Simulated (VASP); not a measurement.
# Cs: single point with r2SCAN0

Crystal: Cs.

```
Cs
1.0
    -3.13489    3.13489    3.13489
     3.13489   -3.13489    3.13489
     3.13489    3.13489   -3.13489
Cs
1
Direct
  0.00000 0.00000 0.00000
```

| Property | Result |
| --- | --- |
| Program | VASP 6.6.1 |
| Task | single point |
| Functional | r2SCAN0 |
| Potentials or basis | VASP PAW PBE potentials, release 64 (Cs_sv) |
| Cutoff | 520 eV |
| k mesh | 4 × 4 × 4 |
| Occupations | fermi-dirac, width 0.1 eV |
| Spin | no spin polarisation |

| Property | Result |
| --- | --- |
| Pressure | 0.1 GPa |

Levels at points of the mesh, in eV from the Fermi level:
```
           k point  band 2  band 3  band 4  band 5  band 6  band 7
(0.00, 0.00, 0.00)  -12.53  -12.53  -12.53   -2.37    3.38    3.38
(0.50, 0.00, 0.00)  -12.65  -12.57  -12.53    0.44    1.03    2.41
(0.50, 0.50, 0.50)  -12.61  -12.61  -12.61    1.21    1.21    3.50
```

Wall time 6.9 min on 1 thread of AMD EPYC 7R13 Processor (Zen 3), on a shared host, peak memory 0.25 GiB.

Caveat: the PAW data sets were made with another functional, which shifts forces and pressure a little; spin-orbit coupling is left out, which moves the levels of the heavy elements.
